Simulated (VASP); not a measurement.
The system is KF (Carobbiite).

```
K F
1.0
     0.00000    2.67185    2.67185
     2.67185    0.00000    2.67185
     2.67185    2.67185    0.00000
K F
1 1
Cartesian
  0.0000 0.0000 0.0000
  2.6719 2.6719 2.6719
```

| Property | Result |
| --- | --- |
| Program | VASP 6.6.1 |
| Task | relaxation of cell and atoms |
| Functional | revPBE |
| Potentials or basis | VASP PAW PBE potentials, release 64 (K_sv, F) |
| Cutoff | 600 eV |
| k mesh | 9 × 9 × 9 |
| Occupations | fermi-dirac, width 0.05 eV |
| Spin | no spin polarisation |

At the start: pressure 3.5 GPa; volume 19.07 Å³/atom.

**Question.** How do energy, volume and symmetry change on relaxing?

**Answer.** Over 4 steps the energy falls by 23.2 meV/atom and the volume is 21.44 Å³/atom (+12.4 %); space group Fm-3m (No. 225, to 0.05 Å).

The path:
```tsv
step	energy change (eV)	largest force (eV/Å)	pressure (GPa)	volume (Å³)
1	0.0000	0.0000	3.53	38.15
2	-0.0362	0.0000	1.47	40.51
3	-0.0458	0.0000	-0.29	43.40
4	-0.0463	0.0000	-0.02	42.88
```

Final structure:
```
K F
1.0
     0.00000    2.77812    2.77812
     2.77812    0.00000    2.77812
     2.77812    2.77812    0.00000
K F
1 1
Direct
  0.00000 0.00000 0.00000
  0.50000 0.50000 0.50000
```

Caveat: the PAW data sets were made with another functional, which shifts forces and pressure a little; the volume moved by +12 % from the deposited cell, more than functionals usually miss.
